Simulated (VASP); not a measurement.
PbF2:

```
CELL_PARAMETERS angstrom
0.00000 2.96044 2.96044
2.96044 0.00000 2.96044
2.96044 2.96044 0.00000
ATOMIC_POSITIONS crystal
Pb 0.00000 0.00000 0.00000
F 0.25000 0.25000 0.25000
F 0.75000 0.75000 0.75000
```

Base run:

| Quantity | Value |
| --- | --- |
| Program | VASP 6.6.1 |
| Functional | r2SCAN |
| Potentials or basis | VASP PAW PBE potentials, release 64 (Pb_d, F) |
| Cutoff | 520 eV |
| k mesh | 8 × 8 × 8 |
| Occupations | gaussian, width 0.01 eV |
| Spin | no spin polarisation |

Its results: band gap on the k mesh 4.93 eV, indirect (least direct gap 5.08 eV); pressure -0.1 GPa.

The run is repeated on the same cell with these changes: functional from r2SCAN to LDA; potentials or basis from VASP PAW PBE potentials, release 64 (Pb_d, F) to VASP PAW LDA potentials, release 64 (Pb_d, F). What comes out?

Band gap on the k mesh 4.22 eV, indirect (least direct gap 4.38 eV); pressure -4.3 GPa.

Caveats: spin-orbit coupling is left out, which moves the levels of the heavy elements; the PAW data sets were made with another functional, which shifts forces and pressure a little (some runs).

A k mesh can miss the band edges.
